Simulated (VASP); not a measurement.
## Bi2Se3: single point with r2SCAN

Crystal: Bi2Se3.

```
Bi Se
1.0
     2.08110    1.20152   10.06573
    -2.08110    1.20152   10.06573
     0.00000   -2.40304   10.06573
Bi Se
2 3
Direct
  0.39764 0.39764 0.39764
  0.60236 0.60236 0.60236
  0.00000 0.00000 0.00000
  0.21770 0.21770 0.21770
  0.78230 0.78230 0.78230
```

```json
{
 "Program": "VASP 6.6.1",
 "Task": "single point",
 "Functional": "r2SCAN",
 "Potentials or basis": "VASP PAW PBE potentials, release 64 (Bi_d, Se)",
 "Cutoff": "520 eV",
 "k mesh": "6 × 6 × 6",
 "Occupations": "fermi-dirac, width 0.02 eV",
 "Spin": "no spin polarisation"
}
```

* Pressure: 0.0 GPa
* Largest force: 0.015 eV/Å
* Band gap on the k mesh: 0.82 eV

Forces in eV/Å, atoms in the order of the input:
```
Bi   0.000  0.000 -0.012
Bi   0.000  0.000  0.012
Se   0.000  0.000  0.000
Se   0.000  0.000 -0.015
Se   0.000  0.000  0.015
```

Levels at points of the mesh, in eV from the valence-band top:
```csv
k point,band 22,band 23,band 24,band 25,band 26,band 27
"(0.00, 0.00, 0.00)",-1.02,-1.02,0.00,0.82,1.96,1.96
"(0.50, 0.00, 0.00)",-1.62,-1.10,-0.51,1.48,2.61,3.41
"(0.50, 0.50, 0.00)",-1.42,-1.28,-0.90,1.83,2.54,2.95
"(0.50, 0.50, 0.50)",-1.09,-1.09,-0.28,0.98,2.10,2.10
```

It took 34 min on 1 thread of Intel(R) Xeon(R) 6975P-C (Granite Rapids) (shared host), peak memory 1.1 GiB.

Caveat: the PAW data sets were made with another functional, which shifts forces and pressure a little; spin-orbit coupling is left out, which moves the levels of the heavy elements. r2SCAN opens gaps a little over a GGA but as a rule still falls short of measured ones.
